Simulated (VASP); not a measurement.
**AlN: single point with LDA**

Crystal: AlN.

```xyz
4
Lattice="3.1402 0.0000 0.0000 -1.5701 2.7195 0.0000 0.0000 0.0000 5.0261" Properties=species:S:1:pos:R:3 pbc="T T T"
Al   -0.0583    1.8130    0.0076
Al    1.6284    0.9065    2.5207
N     0.0520    1.8130    1.9274
N     1.5181    0.9065    4.4405
```

```yaml
Program: VASP 6.6.1
Task: single point
Functional: LDA
Potentials_or_basis: VASP PAW LDA potentials, release 64 (Al, N)
Cutoff: 520 eV
k_mesh: 9 × 9 × 6
Occupations: gaussian, width 0.05 eV
Spin: no spin polarisation
Dipole_correction: no
Further_INCAR_settings: ALGO = Normal; EDIFF = 1e-07; NBANDS = 16
```

| Item | Value |
| --- | --- |
| Pressure | -9.1 GPa |
| Largest force | 0.324 eV/Å |
| Band gap on the k mesh | 3.95 eV, direct |

Forces in eV/Å, atoms in the order of the input:
```
Al   0.322  0.015  0.038
Al  -0.322 -0.015  0.038
N   -0.168  0.006 -0.038
N    0.168 -0.006 -0.038
```

Stress tensor (GPa, compression positive):
```
-9.54 -0.27  0.00
-0.27 -9.22  0.00
 0.00  0.00 -8.58
```

Levels at points of the mesh, in eV from the valence-band top:
```tsv
k point	band 4	band 5	band 6	band 7	band 8	band 9	band 10	band 11	band 12	band 13
(0.00, 0.00, 0.00)	-0.91	-0.86	-0.32	-0.15	0.00	3.95	6.28	10.18	10.51	10.96
(0.00, 0.00, 0.50)	-3.31	-0.59	-0.59	-0.54	-0.54	6.14	6.14	9.88	9.88	11.03
```

It took 31 s on 1 thread of Intel(R) Xeon(R) 6975P-C (Granite Rapids), with other jobs on the host, peak memory 0.2 GiB.

A k mesh can miss the band edges. Expect the measured gap to be larger: semilocal functionals such as LDA lack the derivative discontinuity.
